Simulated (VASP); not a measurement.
A run of VASP 6.6.1 is set up as follows.

POSCAR

```
TiN
1.0
    0.0000000000      2.1190000000      2.1190000000
    2.1190000000      0.0000000000      2.1190000000
    2.1190000000      2.1190000000      0.0000000000
Ti N
1 1
Direct
    0.0000000000      0.0000000000      0.0000000000
    0.5000000000      0.5000000000      0.5000000000
```

File INCAR.step1:

```
PREC = Accurate ; ENCUT = 660
ISMEAR = 1 ; SIGMA = 0.2
LREAL = False ; LASPH = True
NELM = 120 ; NBANDS = 16
GGA = PE ; ALGO = Normal
EDIFF = 1E-5 ; LWAVE = True
LCHARG = False ; GGA_COMPAT = False
```

Contents of INCAR.step2:

```
PREC = Accurate ; ENCUT = 660
EDIFF = 1E-6 ; ISMEAR = 1
SIGMA = 0.2 ; LREAL = False
LASPH = True ; NELM = 120
ALGO = Normal ; ISIF = 2
LWAVE = False ; LCHARG = False
METAGGA = R2SCAN ; LMIXTAU = True
NBANDS = 16 ; ISTART = 1
GGA_COMPAT = False
```

The input KPOINTS:

```
regular mesh
0
Gamma
  9 9 9
```

Potentials or basis: VASP PAW PBE potentials, release 64 (Ti_sv, N).

Command:

```console
$ cat potpaw_PBE.64/Ti_sv/POTCAR potpaw_PBE.64/N/POTCAR > POTCAR
$ cp INCAR.step1 INCAR
$ mpirun -np 1 vasp_std > vasp.out
$ cp INCAR.step2 INCAR
$ mpirun -np 1 vasp_std > vasp.out
```

Q: What does it give for the band gap on the k mesh?

A: Zero (an odd number of electrons rules out a gap without spin polarisation).

Q: Estimate the pressure.

A: 0.4 GPa.

Caveat: the PAW data sets were made with another functional, which shifts forces and pressure a little.
